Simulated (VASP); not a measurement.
# AlN (Cm) in VASP: further runs

Runs on AlN. Level: PBE. Tasks: single point.

All numbers are computed with VASP 6.6.1; they aren't measurements. Logs are shortened: lines on timing, memory, paths and dates and some standing lists are left out, and cuts for length are marked.

### Step 1. The cell of the first run

Symmetry: Cm, No. 8, monoclinic system. The conventional cell has a = 6.226 Å, b = 6.226 Å, c = 4.403 Å, α = 90.00°, β = 90.00°, γ = 90.00°. Al (site symmetry m) has 1 N at 1.18 Å within 1.6 Å. Within 2.6 Å of Al (site symmetry 1) lie 4 N at 1.91 Å and 1 Al at 2.57 Å. Al (site symmetry m) has 4 N at 1.91 Å and 1 Al at 2.51 Å within 2.6 Å. N (site symmetry m) has 1 Al at 1.18 Å within 1.6 Å. Within 2.5 Å of N (site symmetry 1) lie 4 Al at 1.91 to 2.24 Å. N (site symmetry m) has 4 Al at 1.91 to 2.30 Å within 2.5 Å.

### Step 2. Single point, PBE (atom 1 (Al) moved by -0.630 Å along [1 1 0] and +0.378 Å along [0 0 1])

Contents of INCAR:

```
SYSTEM = AlN
ALGO = Normal
EDIFF = 1E-6
ENCUT = 520
GGA = PE
ISIF = 2
ISMEAR = 0
LASPH = .True.
LCHARG = .False.
LREAL = .False.
LWAVE = .False.
NBANDS = 26
NELM = 100
PREC = Accurate
SIGMA = 0.05
```

Contents of KPOINTS:

```
k-points
0
Gamma
  6 6 6
  0 0 0
```

Contents of POSCAR:

```
AlN
1.0
    4.4025164325      0.0000000000      0.0000000000
    0.0000000000     -4.4025164325      0.0000000000
    0.0000000000      0.0000000000     -4.4025164325
Al N
4 4
Direct
   -0.1011869641     -0.0858599862     -0.1011869641
    0.5000000000      0.5000000000      0.0000000000
    0.5000000000      0.0000000000      0.5000000000
    0.0000000000      0.5000000000      0.5000000000
    0.7500000000      0.7500000000      0.7500000000
    0.2500000000      0.2500000000      0.7500000000
    0.2500000000      0.7500000000      0.2500000000
    0.7500000000      0.2500000000      0.2500000000
```

Potentials or basis: VASP PAW PBE potentials, release 64 (Al, N).

Command:

```
cat potpaw_PBE.64/Al/POTCAR potpaw_PBE.64/N/POTCAR > POTCAR
mpirun -np 1 vasp_std > vasp.out
```

OUTCAR:

```text
SYSTEM = AlN
   EDIFF = 1E-6
   ENCUT = 520
   GGA = PE
   ISIF = 2
   ISMEAR = 0
   LASPH = .True.
   LREAL = .False.
   NELM = 100
   PREC = Accurate

 ion  position               nearest neighbor table
   1  0.899  0.914  0.899-   5 1.18   8 2.24   6 2.24   7 2.30   3 2.51   2 2.57   4 2.57   4 3.15
                             2 3.15   3 3.20   3 3.20   4 3.24   2 3.24
   2  0.500  0.500  0.000-   5 1.91   6 1.91   7 1.91   8 1.91   1 2.57   3 3.11   4 3.11   3 3.11
                             4 3.11   3 3.11   3 3.11   4 3.11   4 3.11   1 3.15   1 3.24
   3  0.500  0.000  0.500-   5 1.91   6 1.91   7 1.91   8 1.91   1 2.51   2 3.11   4 3.11   2 3.11
                             2 3.11   4 3.11   2 3.11   4 3.11   4 3.11   1 3.20   1 3.20
   4  0.000  0.500  0.500-   5 1.91   6 1.91   7 1.91   8 1.91   1 2.57   2 3.11   3 3.11   2 3.11
                             3 3.11   2 3.11   3 3.11   2 3.11   3 3.11   1 3.15   1 3.24
   5  0.750  0.750  0.750-   1 1.18   2 1.91   3 1.91   4 1.91
   6  0.250  0.250  0.750-   2 1.91   3 1.91   4 1.91   1 2.24
   7  0.250  0.750  0.250-   2 1.91   3 1.91   4 1.91   1 2.30
   8  0.750  0.250  0.250-   2 1.91   3 1.91   4 1.91   1 2.24

 -----------------------------------------------------------------------------
|                                                                             |
|           W    W    AA    RRRRR   N    N  II  N    N   GGGG   !!!           |
|           W    W   A  A   R    R  NN   N  II  NN   N  G    G  !!!           |
|           W    W  A    A  R    R  N N  N  II  N N  N  G       !!!           |
|           W WW W  AAAAAA  RRRRR   N  N N  II  N  N N  G  GGG   !            |
|           WW  WW  A    A  R   R   N   NN  II  N   NN  G    G                |
|           W    W  A    A  R    R  N    N  II  N    N   GGGG   !!!           |
|                                                                             |
|     The distance between some ions is very small. Please check the          |
|     nearest-neighbor list in the OUTCAR file.                               |
|     I HOPE YOU KNOW WHAT YOU ARE DOING!                                     |
|                                                                             |
 -----------------------------------------------------------------------------

  LATTYP: Found a simple cubic cell.
 ALAT       =     4.4025164325

  Lattice vectors:

 A1 = (   4.4025164325,   0.0000000000,   0.0000000000)
 A2 = (   0.0000000000,  -4.4025164325,   0.0000000000)
 A3 = (   0.0000000000,   0.0000000000,  -4.4025164325)

Analysis of symmetry for initial positions (statically):
=====================================================================
 Subroutine PRICEL returns:
 Original cell was already a primitive cell.

 Routine SETGRP: Setting up the symmetry group for a
 simple cubic supercell.

 Subroutine GETGRP returns: Found  2 space group operations
 (whereof  2 operations were pure point group operations)
 out of a pool of 48 trial point group operations.

The static configuration has the point symmetry C_1h.

Analysis of symmetry for dynamics (positions and initial velocities):
=====================================================================
 Subroutine PRICEL returns:
 Original cell was already a primitive cell.

 Routine SETGRP: Setting up the symmetry group for a
 simple cubic supercell.

 Subroutine GETGRP returns: Found  2 space group operations
 (whereof  2 operations were pure point group operations)
 out of a pool of 48 trial point group operations.

The dynamic configuration has the point symmetry C_1h.

 Subroutine INISYM returns: Found  2 space group operations
 (whereof  2 operations are pure point group operations),
 and found     1 'primitive' translations

----------------------------------------------------------------------------------------

                                     Primitive cell

  volume of cell :      85.3302

  direct lattice vectors                    reciprocal lattice vectors
     4.402516432  0.000000000  0.000000000     0.227142821  0.000000000  0.000000000
     0.000000000 -4.402516432  0.000000000     0.000000000 -0.227142821  0.000000000
     0.000000000  0.000000000 -4.402516432     0.000000000  0.000000000 -0.227142821

  length of vectors
     4.402516432  4.402516432  4.402516432     0.227142821  0.227142821  0.227142821

  position of ions in fractional coordinates (direct lattice)
     0.898813036  0.914140014  0.898813036
     0.500000000  0.500000000  0.000000000
     0.500000000  0.000000000  0.500000000
     0.000000000  0.500000000  0.500000000
     0.750000000  0.750000000  0.750000000
     0.250000000  0.250000000  0.750000000
     0.250000000  0.750000000  0.250000000
     0.750000000  0.250000000  0.250000000

  ion indices of the primitive-cell ions
   primitive index   ion index
                 1           1
                 2           2
                 3           3
[... 79 lines left out ...]
   IALGO  =     38    algorithm
   IMIX   =      4    mixing-type and parameters
     AMIX     =   0.40;   BMIX     =  1.00
     AMIX_MAG =   1.60;   BMIX_MAG =  1.00
  volume/ion in A,a.u.               =      10.67        71.98
  Fermi-wavevector in a.u.,A,eV,Ry     =   1.180567  2.230947 18.962951  1.393738
  Thomas-Fermi vector in A             =   2.316857
   LORBIT       =      0    0 simple, 1 ext, 2 COOP (PROOUT), +10 PAW based schemes
   GGA     = PE    functional components
   LHFCALC =     F    Hartree Fock is set to
   AEXX    =    0.0000 exact exchange contribution
   IVDW    =     0    specifies the selected vdW correction
   LEPSILON=     F    determine dielectric tensor
   LRPA    =     F    only Hartree local field effects (RPA)
 non-spin polarized calculation
 Gauss-broadening in eV      SIGMA  =   0.05
  energy-cutoff  :      520.00
  volume of cell :       85.33
 maximum number of plane-waves:      2325
 NGX is ok and might be reduce to    36
   NGX = 17   NGY = 17   NGZ = 17

 number of electron      31.9999996 magnetization

 Free energy of the ion-electron system (eV)
  ---------------------------------------------------
  ext. energy  EPLUGINS =         0.00000000
  ---------------------------------------------------
  free energy    TOTEN  =       -43.70483346 eV

  energy without entropy =      -43.70483346  energy(sigma->0) =      -43.70483346

 E-fermi :   6.8623     XC(G=0): -10.7919

 val. band max:        6.5819369331   @ k =   0.5000   0.5000   0.5000
 cond. band min:       8.1288385084   @ k =   0.0000   0.0000   0.0000
 fundamental gap:      1.5469015752
 Fermi energy:         6.8622846279

 k-point     1 :       0.0000    0.0000    0.0000
  band No.  band energies     occupation
      1      -9.9021      2.00000
      2      -7.2843      2.00000
      3      -5.9521      2.00000
      4      -5.8533      2.00000
      5      -0.3112      2.00000
      6      -0.2963      2.00000
[... 18 lines left out ...]
     25      18.2140      0.00000
     26      18.2467      0.00000

 k-point     2 :       0.1667    0.0000    0.0000
  band No.  band energies     occupation
      1      -9.8292      2.00000
      2      -7.2985      2.00000
      3      -6.0931      2.00000
      4      -5.8546      2.00000
      5      -0.2231      2.00000
      6      -0.1453      2.00000
[... 18 lines left out ...]
     25      17.8760      0.00000
     26      18.2151      0.00000

 k-point     3 :       0.0000    0.1667    0.0000
  band No.  band energies     occupation
      1      -9.8269      2.00000
      2      -7.3136      2.00000
      3      -5.9994      2.00000
      4      -5.9361      2.00000
      5      -0.2071      2.00000
      6      -0.1609      2.00000
[... 572 lines left out ...]
 k-point    23 :      -0.3333    0.3333    0.0000
  band No.  band energies     occupation
      1      -9.4928      2.00000
      2      -7.2056      2.00000
      3      -6.4486      2.00000
      4      -6.1624      2.00000
      5      -0.0227      2.00000
      6       0.1024      2.00000
[... 18 lines left out ...]
     25      16.3697      0.00000
     26      16.7453      0.00000

 k-point    24 :      -0.3333    0.0000    0.3333
  band No.  band energies     occupation
      1      -9.4972      2.00000
      2      -7.1804      2.00000
      3      -6.5140      2.00000
      4      -6.1129      2.00000
      5      -0.0122      2.00000
      6       0.1068      2.00000
[... 18 lines left out ...]
     25      16.2878      0.00000
     26      16.7193      0.00000

 [... further k-points ...]

------------------------ aborting loop because EDIFF is reached ----------------------------------------

  FORCE on cell =-STRESS in cart. coord.  units (eV):
  Direction    XX          YY          ZZ          XY          YZ          ZX
  --------------------------------------------------------------------------------------
  -------------------------------------------------------------------------------------
  Total       21.7564159     27.3755015     21.7564159    -25.5187682     25.5187672    -23.5879630
  in kB      408.5027437    514.0077998    408.5027437   -479.1454097    479.1453907   -442.8922314
  external PRESSURE =     443.6710957 kB  Pullay stress =       0.0000000 kB

 VOLUME and BASIS-vectors are now :
 -----------------------------------------------------------------------------
  energy-cutoff  :      520.00
  volume of cell :       85.33
      direct lattice vectors                 reciprocal lattice vectors
     4.402516432  0.000000000  0.000000000     0.227142821  0.000000000  0.000000000
     0.000000000 -4.402516432  0.000000000     0.000000000 -0.227142821  0.000000000
     0.000000000  0.000000000 -4.402516432     0.000000000  0.000000000 -0.227142821

 POSITION                                       TOTAL-FORCE (eV/Angst)
 -----------------------------------------------------------------------------------
      3.95704     -4.02452     -3.95704        40.756350    -43.959213    -40.756350
      2.20126     -2.20126      0.00000        -1.925745      1.709547     -1.110678
      2.20126      0.00000     -2.20126        -2.115217     -0.922680      2.115217
      0.00000     -2.20126     -2.20126         1.110678      1.709547      1.925745
      3.30189     -3.30189     -3.30189       -36.194962     39.766521     36.194962
      1.10063     -1.10063     -3.30189        -0.731520      0.705694      0.320432
      1.10063     -3.30189     -1.10063        -0.579151      0.284890      0.579151
      3.30189     -1.10063     -1.10063        -0.320432      0.705694      0.731520
 -----------------------------------------------------------------------------------
    total drift:                               -0.000277      0.000272      0.000277

  FREE ENERGIE OF THE ION-ELECTRON SYSTEM (eV)
  ---------------------------------------------------
  free  energy   TOTEN  =       -43.7048334555 eV

  energy  without entropy=      -43.7048334555  energy(sigma->0) =      -43.70483346
```

It took 63 s on 1 thread of Intel Xeon 6975P-C (Granite Rapids), shared host; peak memory 0.26 GiB.

Results:

```yaml
Free_energy: -43.7048 eV
Pressure: 44.4 GPa
Largest_force: 72.488 eV/Å
Band_gap_on_the_k_mesh: 1.55 eV (least direct gap 1.73 eV)
```

Forces on the atoms (eV/Å):
```
Al   40.756 -43.959 -40.756
Al   -1.926   1.710  -1.111
Al   -2.115  -0.923   2.115
Al    1.111   1.710   1.926
N   -36.195  39.767  36.195
N    -0.732   0.706   0.320
N    -0.579   0.285   0.579
N    -0.320   0.706   0.732
```

Stress tensor (GPa, compression positive):
```
 40.85 -47.91 -44.29
-47.91  51.40  47.91
-44.29  47.91  40.85
```

Caveat: the cell differs from its parent crystal (atom 1 (Al) moved by -0.630 Å along [1 1 0] and +0.378 Å along [0 0 1]); atoms lie so close that the PAW spheres overlap strongly, which falsifies energies and pressures; the cell stands under pressure; forces of over 1 eV/Å act on the atoms, so gaps and moduli don't describe the material at rest. A k mesh can miss the band edges.

[end of part 1 of 2]
